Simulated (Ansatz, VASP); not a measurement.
## Two plane-wave programs on Tl

Contents of INCAR:

```
SYSTEM = Tl
PREC = Accurate
ENCUT = 520
EDIFF = 1E-6
ISMEAR = 0
SIGMA = 0.15
LREAL = .FALSE.
LASPH = .TRUE.
NELM = 100
ALGO = Normal
ISIF = 2
LWAVE = .FALSE.
LCHARG = .FALSE.
NBANDS = 12
```

File KPOINTS:

```
regular mesh
0
G
  16 16 16
  0 0 0
```

File POSCAR:

```
Tl
1.0
    0.0000000000      2.5896582946      2.3430241714
    2.5896582946      0.0000000000      2.3430241714
    2.5896582946      2.5896582946      0.0000000000
Tl
1
Direct
    0.0000000000      0.0000000000      0.0000000000
```

Input for Ansatz:

```yaml
crystal:
  lattice:
    - [0.0, 2.5896582946, 2.3430241714]
    - [2.5896582946, 0.0, 2.3430241714]
    - [2.5896582946, 2.5896582946, 0.0]
  atoms:
    - { symbol: Tl, position: [0.0, 0.0, 0.0] }
basis:
  ecutwfc: 420
kpoints:
  mp_grid: { grid: [16, 16, 16] }
hamiltonian:
  xc: lda
scf:
  occupations: { method: gaussian, width: 0.15 }
output:
  forces: true
  stress: true
  eigenvalues: true
```

Change from the starting cell: strain +0.050 along x and y, -0.050 along z, atoms carried along.

Alike in both runs: task single point; functional LDA; k mesh 16 × 16 × 16; occupations gaussian, width 0.15 eV; no spin polarisation.

```csv
,VASP,Ansatz
version,VASP 6.6.1,Ansatz 0.2.0
potentials or method,"VASP PAW LDA potentials, release 64 (Tl_d), cutoff 520 eV","scalar-relativistic, plane waves, PAW"
valence electrons in the cell,13,13
```

```csv
,VASP,Ansatz,Ansatz less VASP
gap on the k mesh at the Fermi level (eV),none,none,-
pressure (GPa),-4.3,-4.3,-0.04
"traceless stress, the component that is largest in VASP (GPa)",-0.14,-0.14,-0.005
```

LDA's correlation is that of Perdew and Zunger in VASP and of Perdew and Wang (1992) in Ansatz. A gap of «none» marks a metal or a gap that the smearing closes.

Spin-orbit coupling is off throughout.
